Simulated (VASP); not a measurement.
Here is a VASP 6.6.1 calculation.

File INCAR:

```
SYSTEM = Se
  ALGO = Normal
  EDIFF = 1E-6
  ENCUT = 520
  GGA = PE
  ISIF = 2
  ISMEAR = -1
  LASPH = .True.
  LCHARG = .False.
  LREAL = .False.
  LWAVE = .False.
  NBANDS = 13
  NELM = 60
  PREC = Accurate
  SIGMA = 0.06122561905347299
```

The input KPOINTS:

```
k-points
0
Gamma
  10 10 10
  0 0 0
```

The input POSCAR:

```
Se
1.0
    0.0000000000      3.1018237771      3.1018237771
    3.1018237771      0.0000000000      3.1018237771
    3.1018237771      3.1018237771      0.0000000000
Se
2
Direct
    0.0000000000      0.0000000000      0.0000000000
    0.2500000000      0.2500000000      0.2500000000
```

Potentials or basis: VASP PAW PBE potentials, release 64 (Se).

Launch:

```bash
$ cat potpaw_PBE.64/Se/POTCAR > POTCAR
$ mpirun -np 1 vasp_std > vasp.out
```

What does it give for the pressure?

2.7 GPa.

Predict the band gap on the k mesh.

zero (bands 6 and 7 overlap by 1.13 eV).
